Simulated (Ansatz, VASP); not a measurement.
**MgO: VASP beside Ansatz**

Contents of INCAR:

```
SYSTEM = MgO
PREC = Accurate
ENCUT = 520
EDIFF = 1E-6
ISMEAR = -1
SIGMA = 0.05
LREAL = .False.
LASPH = .True.
NELM = 80
ALGO = Normal
ISIF = 2
LWAVE = .False.
LCHARG = .True.
GGA = PE
LELF = .True.
LVHAR = .True.
NBANDS = 16
```

KPOINTS

```
Automatic mesh
0
Gamma
  9 9 7
  0 0 0
```

The input POSCAR:

```
MgO
1.0
    3.4392588723      0.0000000000      0.0000000000
   -1.7196294362      2.9784855536      0.0000000000
    0.0000000000      0.0000000000      4.1215742815
Mg O
2 2
Direct
    0.3333333333      0.6666666667      0.2500000000
    0.6666666667      0.3333333333      0.7500000000
    0.3333333333      0.6666666667      0.7500000000
    0.6666666667      0.3333333333      0.2500000000
```

input.yaml

```yaml
crystal:
  lattice:
    - [3.4392588723, 0.0, 0.0]
    - [-1.7196294362, 2.9784855536, 0.0]
    - [0.0, 0.0, 4.1215742815]
  atoms:
    - { symbol: Mg, position: [0.3333333333, 0.6666666667, 0.25] }
    - { symbol: Mg, position: [0.6666666667, 0.3333333333, 0.75] }
    - { symbol: O, position: [0.3333333333, 0.6666666667, 0.75] }
    - { symbol: O, position: [0.6666666667, 0.3333333333, 0.25] }
hamiltonian:
  xc: pbe
  pseudopotentials: { kind: paw }
kpoints:
  mp_grid: { grid: [9, 9, 7] }
scf:
  occupations: { method: fermi_dirac, width: 0.05 }
output:
  forces: true
  stress: true
  eigenvalues: true
  write_density: true
  write_potential: true
  elf: true
  volumetric_format: npy
```

Alike in both runs: task single point; functional PBE; k mesh 9 × 9 × 7; occupations fermi-dirac, width 0.05 eV; no spin polarisation.

|  | VASP | Ansatz |
| --- | --- | --- |
| version | VASP 6.6.1 | Ansatz 0.2.0 |
| potentials or method | VASP PAW PBE potentials, release 64 (Mg, O) | Ansatz PAW |
| plane-wave cutoff (eV) | 520 | 420 |
| valence electrons in the cell | 16 | 32 |

```csv
,VASP,Ansatz,Ansatz less VASP
gap on the k mesh at the Fermi level (eV),3.65,3.67,+0.017
least direct gap on the mesh (eV),3.65,3.67,+0.017
pressure (GPa),10.3,10.8,+0.50
"traceless stress, the component that is largest in VASP (GPa)",0.98,1.09,+0.109
```

VASP's potentials hold 16 valence electrons a cell and Ansatz's 32, so a difference there can come from the potentials and not from the codes.

Noted on Ansatz's run: odd divisions of the mesh miss points on the zone boundary, where band edges often lie, so the gap on the mesh can be too wide.
